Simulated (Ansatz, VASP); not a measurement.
Given: the input of a run of VASP 6.6.1 on WC.

Contents of INCAR:

```
SYSTEM = WC
ALGO = Normal
EDIFF = 1E-6
ENCUT = 600
GGA = PE
GGA_COMPAT = .FALSE.
ISIF = 2
ISMEAR = -1
LASPH = .TRUE.
LCHARG = .FALSE.
LREAL = .FALSE.
LWAVE = .FALSE.
NBANDS = 16
NELM = 120
PREC = Accurate
SIGMA = 0.03
```

KPOINTS

```
k-points
0
G
  6 6 6
  0 0 0
```

POSCAR

```
WC
1.0
    0.0000000000      2.3021091000      2.3021091000
    2.3021091000      0.0000000000      2.3021091000
    2.3021091000      2.3021091000      0.0000000000
W C
1 1
Direct
    0.0000000000      0.0000000000      0.0000000000
    0.7500000000      0.7500000000      0.7500000000
```

Potentials or basis: VASP PAW PBE potentials, release 64 (W_sv, C).

Run with:

```console
$ cat potpaw_PBE.64/W_sv/POTCAR potpaw_PBE.64/C/POTCAR > POTCAR
$ mpirun -np 1 vasp_std > vasp.out
```

Translate it to Ansatz 0.2.0. Potentials there: all-electron LAPW, scalar-relativistic.

As run (the cutoff follows the program's own potentials):

The input input.yaml:

```yaml
crystal:
  lattice:
    - [0.0, 2.3021091, 2.3021091]
    - [2.3021091, 0.0, 2.3021091]
    - [2.3021091, 2.3021091, 0.0]
  atoms:
    - { symbol: W, position: [0.0, 0.0, 0.0] }
    - { symbol: C, position: [0.75, 0.75, 0.75] }
kpoints:
  mp_grid: { grid: [6, 6, 6] }
scf:
  occupations: { method: fermi_dirac, width: 0.03 }
hamiltonian:
  xc: pbe
  pseudopotentials: { kind: all_electron, lapw: { basis_error: 0.002 } }
output:
  forces: true
  stress: true
  eigenvalues: true
```

Potentials or basis: all-electron LAPW, scalar-relativistic.

Run with:

```sh
$ ansatz run input.yaml --threads 1 --pin off --max-ram 3072MiB --backend cpu --events-out ev --progress --plain --runs-dir out
```

Both were run:

|  | VASP | Ansatz | Ansatz less VASP |
| --- | --- | --- | --- |
| gap on the k mesh at the Fermi level (eV) | none | none | - |
| pressure (GPa) | 19.1 | 18.2 | -0.93 |

A gap of «none» marks a metal or a gap that the smearing closes. Ansatz ran all-electron here, and VASP with PAW potentials.

The k mesh is coarse, so the values compare programs but aren't converged. Spin-orbit coupling is off throughout. Noted on Ansatz's run: the k mesh is thin for a metal, which can move the energy by tens of meV per atom.
